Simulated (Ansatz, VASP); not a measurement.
## Ga in VASP and in Ansatz

File INCAR:

```
SYSTEM = Ga
PREC = Accurate
ENCUT = 520
EDIFF = 1E-6
ISMEAR = 0
SIGMA = 0.05
LREAL = .False.
LASPH = .True.
NELM = 80
ALGO = Normal
ISIF = 2
LWAVE = .False.
LCHARG = .False.
GGA = PE
NBANDS = 12
```

The input KPOINTS:

```
regular mesh
0
Gamma
  16 16 16
  0 0 0
```

Contents of POSCAR:

```
Ga
1.0
    0.0000000000      2.1327277978      2.1327277978
    2.1327277978      0.0000000000      2.1327277978
    2.1327277978      2.1327277978      0.0000000000
Ga
1
Direct
    0.0000000000      0.0000000000      0.0000000000
```

Input for Ansatz:

```yaml
crystal:
  lattice:
    - [0.0, 2.1327277978, 2.1327277978]
    - [2.1327277978, 0.0, 2.1327277978]
    - [2.1327277978, 2.1327277978, 0.0]
  atoms:
    - { symbol: Ga, position: [0.0, 0.0, 0.0] }
basis:
  ecutwfc: 420
  ecutrho_ratio: 4
kpoints:
  mp_grid: { grid: [16, 16, 16] }
hamiltonian:
  xc: pbe
scf:
  occupations: { method: gaussian, width: 0.05 }
output:
  forces: true
  stress: true
  eigenvalues: true
```

Alike in both runs: task single point; functional PBE; k mesh 16 × 16 × 16; occupations gaussian, width 0.05 eV; no spin polarisation.

|  | VASP | Ansatz |
| --- | --- | --- |
| version | VASP 6.6.1 | Ansatz 0.2.0 |
| potentials or method | VASP PAW PBE potentials, release 64 (Ga_d), cutoff 520 eV | scalar-relativistic, plane waves, PAW |
| valence electrons in the cell | 13 | 13 |

VASP gave:

```
pressure (GPa) : -1.0
```

Estimate Ansatz's values.

pressure (GPa): -1.1.
